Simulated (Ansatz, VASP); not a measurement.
## One calculation of Mg16O17, two programs

```xyz
33
Lattice="-4.2544 4.2544 4.2544 4.2544 -4.2544 4.2544 4.2544 4.2544 -4.2544" Properties=species:S:1:pos:R:3 pbc="T T T"
Mg    0.1669   -0.0381   -0.0423
Mg    4.2881    2.0953   -2.1636
Mg    4.1542   -0.0255   -0.0295
Mg    4.2876   -2.1589    2.0912
Mg    2.1542    4.2292   -2.0300
Mg    2.1574    2.0965   -0.0395
Mg    2.1568   -0.0352    2.0914
Mg    2.1544   -2.0252    4.2247
Mg    0.0326    4.2191   -0.0328
Mg    0.0333    2.0957    2.0911
Mg    0.0329   -0.0283    4.2150
Mg    4.2876    2.0957    2.0910
Mg   -2.0903    4.2266    2.0917
Mg   -2.0904    2.0960    4.2214
Mg    2.1677    4.2156    1.9587
Mg    2.1667    1.9618    4.2122
O     2.1604    2.1067   -2.1743
O     2.1603   -0.0321   -0.0361
O     2.1604   -2.1700    2.1027
O     6.0010    0.3824    0.3773
O     0.0220    2.0846   -0.0360
O     0.0223   -0.0316    2.0800
O     4.2212    2.1622   -0.0484
O     4.2207   -0.0443    2.1579
O    -2.0811    2.1624    2.1580
O     2.1614    4.2218   -0.0358
O     2.1488    2.0290    2.0240
O     2.1608   -0.0314    4.2184
O     0.1004    6.2827   -0.0243
O     0.0444    4.2229    2.1028
O     0.0444    2.1066    4.2184
O     0.1001   -0.0198    6.2786
O     2.5737    3.8094    3.8060
```

Alike in both runs: functional PBE; k mesh 1 × 1 × 1; occupations fermi-dirac, width 0.01 eV; no spin polarisation.

Ansatz relaxed the structure, and its values are those at the end. VASP's run is a single point on that final structure, the one shown.

```csv
,VASP,Ansatz
version,VASP 6.6.1,Ansatz 0.2.0
potentials or method,"VASP PAW PBE potentials, release 64 (Mg, O), cutoff 520 eV",plane-wave PAW DFT
valence electrons in the cell,134,262
```

Ansatz gave:

| Quantity | Value |
| --- | --- |
| rms of the force components (eV/Å) | 0.004 |

Task: What did VASP give for the same quantities?

Result: rms of the force components (eV/Å): 0.036.

VASP's potentials hold 134 valence electrons a cell and Ansatz's 262, so a difference there can come from the potentials and not from the codes.
